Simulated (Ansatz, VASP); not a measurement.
**Hf: VASP beside Ansatz**

INCAR

```
SYSTEM = Hf
  PREC = Accurate
  ENCUT = 520
  EDIFF = 1E-6
  ISMEAR = -1
  SIGMA = 0.1
  LREAL = .False.
  LASPH = .True.
  NELM = 80
  ALGO = Normal
  ISIF = 2
  LWAVE = .False.
  LCHARG = .False.
  GGA = B5
  ALDAX = 1.0
  AGGAX = 1.0
  AGGAC = 1.0
  ALDAC = 0.0
  NBANDS = 17
```

KPOINTS

```
Automatic mesh
0
Gamma
  18 18 10
  0 0 0
```

Contents of POSCAR:

```
Hf
1.0
    3.1436791626      0.0000000000      0.0000000000
   -1.5718395813      2.7225060162      0.0000000000
    0.0000000000      0.0000000000      4.9747484494
Hf
2
Direct
    0.3333333333      0.6666666667      0.2500000000
    0.6666666667      0.3333333333      0.7500000000
```

Input for Ansatz:

```yaml
crystal:
  lattice:
    - [3.1436791626, 0.0, 0.0]
    - [-1.5718395813, 2.7225060162, 0.0]
    - [0.0, 0.0, 4.9747484494]
  atoms:
    - { symbol: Hf, position: [0.3333333333, 0.6666666667, 0.25] }
    - { symbol: Hf, position: [0.6666666667, 0.3333333333, 0.75] }
hamiltonian:
  xc: blyp
  pseudopotentials:
    kind: paw
    azcp:
      Hf: "pseudopotentials/Hf.paw.azcp"
basis:
  ecutwfc: 420
  fft_grid_basis: typed
kpoints:
  mp_grid: { grid: [18, 18, 10], shift: [0, 0, 0] }
magnetization:
  spin_polarized: false
scf:
  occupations: { method: fermi_dirac, width: 0.1 }
output:
  stress: true
```

Alike in both runs: task single point; functional BLYP; k mesh 18 × 18 × 10; occupations fermi-dirac, width 0.1 eV; no spin polarisation.

|  | VASP | Ansatz |
| --- | --- | --- |
| version | VASP 6.6.1 | Ansatz 0.2.0 |
| potentials or method | VASP PAW PBE potentials, release 64 (Hf_pv), cutoff 520 eV | plane waves (420 eV) with PAW, scalar-relativistic |
| valence electrons in the cell | 20 | 52 |

```csv
,VASP,Ansatz,Ansatz less VASP
pressure (GPa),9.9,9.8,-0.08
"traceless stress, the component that is largest in VASP (GPa)",0.32,0.35,+0.032
```

VASP's potentials were made for PBE, not for BLYP. With one functional, cell and mesh, what is left measures potentials, basis and numerics. VASP's potentials hold 20 valence electrons a cell and Ansatz's 52, so a difference there can come from the potentials and not from the codes.

Neither program's run includes spin-orbit coupling.
